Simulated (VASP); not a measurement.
Wanted: the native input for a VASP 6.6.1 run.

```
Task                   : single point
Functional             : r2SCAN
Potentials or basis    : VASP PAW PBE potentials, release 64 (In_d, P)
Cutoff                 : 520 eV
k mesh                 : 8 × 8 × 8
Occupations            : fermi-dirac, width 0.02 eV
Spin                   : non-collinear spin, zero start, spin-orbit coupling
Starting moments       : [[0.0, 0.0, 0.0], [0.0, 0.0, 0.0]] μB
Dipole correction      : no
Further INCAR settings : ALGO = Normal; EDIFF = 1e-07; NBANDS = 30
```

InP:

```
CELL_PARAMETERS angstrom
0.00000 2.86517 2.86517
2.86517 0.00000 2.86517
2.86517 2.86517 0.00000
ATOMIC_POSITIONS crystal
In 0.00000 0.00000 0.00000
P 0.25000 0.25000 0.25000
```

This cell differs from its parent crystal: strain -3.0%.

These files were run (other wordings do the same):

POSCAR

```
InP
1.0
    0.0000000000      2.8651740058      2.8651740058
    2.8651740058      0.0000000000      2.8651740058
    2.8651740058      2.8651740058      0.0000000000
In P
1 1
Direct
    0.0000000000      0.0000000000      0.0000000000
    0.2500000000      0.2500000000      0.2500000000
```

INCAR.step1

```
SYSTEM = InP
  PREC = Accurate
  ENCUT = 520
  ISMEAR = -1
  SIGMA = 0.02
  LREAL = .FALSE.
  LASPH = .TRUE.
  NELM = 150
  LNONCOLLINEAR = .TRUE.
  MAGMOM = 0 0 0 0 0 0
  LSORBIT = .TRUE.
  GGA_COMPAT = .FALSE.
  NBANDS = 30
  GGA = PE
  ALGO = Normal
  EDIFF = 1E-4
  LWAVE = .TRUE.
  LCHARG = .FALSE.
```

INCAR.step2

```
SYSTEM = InP
  PREC = Accurate
  ENCUT = 520
  EDIFF = 1E-7
  ISMEAR = -1
  SIGMA = 0.02
  LREAL = .FALSE.
  LASPH = .TRUE.
  NELM = 150
  ALGO = Normal
  ISIF = 2
  LWAVE = .FALSE.
  LCHARG = .FALSE.
  LNONCOLLINEAR = .TRUE.
  MAGMOM = 0 0 0 0 0 0
  LORBIT = 11
  LSORBIT = .TRUE.
  GGA_COMPAT = .FALSE.
  LORBMOM = .TRUE.
  METAGGA = R2SCAN
  LMIXTAU = .TRUE.
  NBANDS = 30
  ISTART = 1
```

KPOINTS

```
Automatic mesh
0
G
  8 8 8
  0 0 0
```

Potentials or basis: VASP PAW PBE potentials, release 64 (In_d, P).

Run with:

```bash
$ cat potpaw_PBE.64/In_d/POTCAR potpaw_PBE.64/P/POTCAR > POTCAR
$ cp INCAR.step1 INCAR
$ mpirun -np 1 vasp_ncl > vasp.out
$ cp INCAR.step2 INCAR
$ mpirun -np 1 vasp_ncl > vasp.out
```

It gave:

```yaml
Pressure: 7.4 GPa
Net_moment: 0.00 μB per cell
Valence_electrons_inside_the_program's_atomic_spheres: In 11.62; P 2.58
```

Caveat: the cell differs from its parent crystal (strain -3.0%); the cell stands under pressure; the PAW data sets were made with another functional, which shifts forces and pressure a little.

Run time: 8.6 min on 1 thread of Intel(R) Xeon(R) Platinum 8488C (Sapphire Rapids), on a shared host, peak memory 0.38 GiB.
